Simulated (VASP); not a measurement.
# GaN: single point with PBEsol

GaN:

```
CELL_PARAMETERS angstrom
0.00000 1.99250 2.01242
1.99250 0.00000 2.01242
1.99250 1.99250 0.00000
ATOMIC_POSITIONS crystal
Ga 0.50000 0.50000 0.50000
N 0.00000 0.00000 0.00000
```

This cell differs from its parent crystal: zz strain of +1 %.

```yaml
Program: VASP 6.6.1
Task: single point
Functional: PBEsol
Potentials_or_basis: VASP PAW PBE potentials, release 64 (Ga_d, N)
Cutoff: 520 eV
k_mesh: 13 × 13 × 13
Occupations: fermi-dirac, width 0.02 eV
Spin: no spin polarisation
Dipole_correction: no
Further_INCAR_settings: ALGO = Normal; EDIFF = 1e-06; NBANDS = 16
```

| Item | Value |
| --- | --- |
| Pressure | 54.8 GPa |
| Band gap on the k mesh | 1.68 eV, indirect (least direct gap 5.01 eV) |

Stress tensor (GPa, compression positive):
```
56.38  0.00  0.00
 0.00 56.38  0.00
 0.00  0.00 51.68
```

Levels at points of the mesh, in eV from the valence-band top:
| k point | band 7 | band 8 | band 9 | band 10 | band 11 | band 12 |
| --- | --- | --- | --- | --- | --- | --- |
| (0.00, 0.00, 0.00) | -0.81 | -0.81 | -0.72 | 4.29 | 15.55 | 15.63 |

It took 25 s on 1 thread of Intel(R) Xeon(R) 6975P-C (Granite Rapids) (shared host), peak memory 0.18 GiB.

Caveat: the cell differs from its parent crystal (zz strain of +1 %); the PAW data sets were made with another functional, which shifts forces and pressure a little. A k mesh can miss the band edges.
